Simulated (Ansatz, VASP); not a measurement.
# One calculation of BeS, two programs

```
CELL_PARAMETERS angstrom
4.38842 0.00000 0.00000
-2.19421 3.80049 0.00000
0.00000 0.00000 3.69271
ATOMIC_POSITIONS crystal
Be 0.00000 0.00000 0.06248
S 0.00000 0.00000 0.56250
```

Alike in both runs: functional PBE; k mesh 5 × 5 × 4; occupations gaussian, width 0.15 eV; no spin polarisation.

Ansatz relaxed the structure, and its values are those at the end. VASP's run is a single point on that final structure, the one shown.

```csv
,VASP,Ansatz
version,VASP 6.6.1,Ansatz 0.2.0
potentials or method,"VASP PAW PBE potentials, release 64 (Be, S), cutoff 600 eV","scalar-relativistic, plane waves, PAW"
valence electrons in the cell,8,8
```

Ansatz gave:

* gap on the k mesh at the Fermi level (eV): 2.60
* least direct gap on the mesh (eV): 2.78
* pressure (GPa): 0.6

Estimate VASP's values.

gap on the k mesh at the Fermi level (eV): 2.62; least direct gap on the mesh (eV): 2.80; pressure (GPa): 0.5.

The k mesh is coarse, so the values compare programs but aren't converged.
